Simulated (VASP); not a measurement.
**BeSH6: single point with PBE**

Cluster: BeSH6, in a box.

```
Be S H
1.0
    10.80000    0.00000    0.00000
     0.00000   11.10000    0.00000
     0.00000    0.00000   11.40000
Be S H
1 1 6
Direct
  0.42659 0.57141 0.43049
  0.53578 0.46513 0.53400
  0.54003 0.61541 0.38761
  0.38118 0.61564 0.53780
  0.38129 0.46112 0.38749
  0.49275 0.38198 0.61489
  0.62123 0.50717 0.61481
  0.62115 0.38215 0.49292
```

```
Program                : VASP 6.6.1
Task                   : single point
Functional             : PBE
Potentials or basis    : VASP PAW PBE potentials, release 64 (Be, S, H)
Cutoff                 : 520 eV
k mesh                 : 1 × 1 × 1
Occupations            : gaussian, width 0.05 eV
Spin                   : no spin polarisation
Dipole correction      : no
Further INCAR settings : ALGO = Normal; EDIFF = 1e-06; NBANDS = 17
```

| Item | Value |
| --- | --- |
| Largest force | 0.164 eV/Å |
| Gap between the frontier levels | 4.26 eV |

Forces on the atoms (eV/Å):
```
Be  -0.020  0.018 -0.017
S    0.099 -0.095  0.090
H    0.004  0.013 -0.012
H   -0.016  0.015  0.003
H   -0.015 -0.004 -0.013
H    0.035  0.043 -0.042
H   -0.043 -0.034 -0.043
H   -0.044  0.044  0.034
```

Levels at points of the mesh, in eV from the valence-band top:
```
           k point  band 5  band 6  band 7  band 8  band 9  band 10
(0.00, 0.00, 0.00)   -0.39    0.00    0.00    4.26    4.27     4.27
```

Run time: 72 s on 1 thread of Intel(R) Xeon(R) 6975P-C (Granite Rapids) (shared host), peak memory 1.1 GiB.
